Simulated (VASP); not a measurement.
Write the native input for VASP 6.6.1 that does the following.

```
Task                   : relaxation of cell and atoms
Functional             : r2SCAN
Dispersion             : D4
Potentials or basis    : VASP PAW PBE potentials, release 64 (Sc_sv, Al)
Cutoff                 : 600 eV
k mesh                 : 6 × 6 × 6
Occupations            : methfessel-paxton, width 0.05 eV
Spin                   : no spin polarisation
Dipole correction      : no
Further INCAR settings : ALGO = Normal; EDIFF = 1e-06; IBRION = 2; EDIFFG = -0.01; NSW = 80; ISIF = 3
```

ScAl3:

```xyz
4
Lattice="4.0878 0.0000 0.0000 0.0000 4.0878 0.0000 0.0000 0.0000 4.0878" Properties=species:S:1:pos:R:3 pbc="T T T"
Sc    0.0000    0.0000    0.0000
Al    2.0439    0.0000    2.0439
Al    0.0000    2.0439    2.0439
Al    2.0439    2.0439    0.0000
```

One way to write it, as run:

POSCAR

```
ScAl3
1.0
    4.0878070000      0.0000000000      0.0000000000
    0.0000000000      4.0878070000      0.0000000000
    0.0000000000      0.0000000000      4.0878070000
Sc Al
1 3
Direct
    0.0000000000      0.0000000000      0.0000000000
    0.5000000000      0.0000000000      0.5000000000
    0.0000000000      0.5000000000      0.5000000000
    0.5000000000      0.5000000000      0.0000000000
```

INCAR.step1

```
ALGO = Normal
EDIFF = 1E-4
ENCUT = 600
GGA = PE
ISMEAR = 1
LASPH = T
LCHARG = F
LREAL = F
LWAVE = T
NELM = 80
PREC = Accurate
SIGMA = 0.05
```

INCAR.step2

```
ALGO = Normal
EDIFF = 1E-6
EDIFFG = -0.01
ENCUT = 600
IBRION = 2
ISIF = 3
ISMEAR = 1
ISTART = 1
IVDW = 13
LASPH = T
LCHARG = F
LMIXTAU = T
LREAL = F
LWAVE = F
METAGGA = R2SCAN
NELM = 80
NSW = 80
PREC = Accurate
SIGMA = 0.05
VDW_A1 = 0.51559235
VDW_A2 = 5.77342911
VDW_S6 = 1.0
VDW_S8 = 0.6018749
```

KPOINTS

```
k-points
0
Gamma
  6 6 6
```

Potentials or basis: VASP PAW PBE potentials, release 64 (Sc_sv, Al).

The run is started by

```bash
$ cat potpaw_PBE.64/Sc_sv/POTCAR potpaw_PBE.64/Al/POTCAR > POTCAR
$ cp INCAR.step1 INCAR
$ mpirun -np 1 vasp_std > vasp.out
$ cp INCAR.step2 INCAR
$ mpirun -np 1 vasp_std > vasp.out
```

It gave:

The relaxed volume is 16.85 Å³/atom. The relaxed cell is a = 4.070 Å, b = 4.070 Å, c = 4.070 Å, α = 90.00°, β = 90.00°, γ = 90.00°. The space group after relaxing (to 0.1 Å) is Pm-3m (No. 221) and the energy gained by relaxing is 0.9 meV/atom. The ionic steps are 3 and the pressure after relaxing is 0.0 GPa. The band gap on the k mesh is zero (bands 10 and 11 overlap by 4.29 eV) and the dispersion energy per atom is -0.118 eV.

Caveat: the PAW data sets were made with another functional, which shifts forces and pressure a little.

Wall time 3.6 min on 1 thread of Intel(R) Xeon(R) Platinum 8559C (Emerald Rapids), on a shared host, peak memory 0.23 GiB.
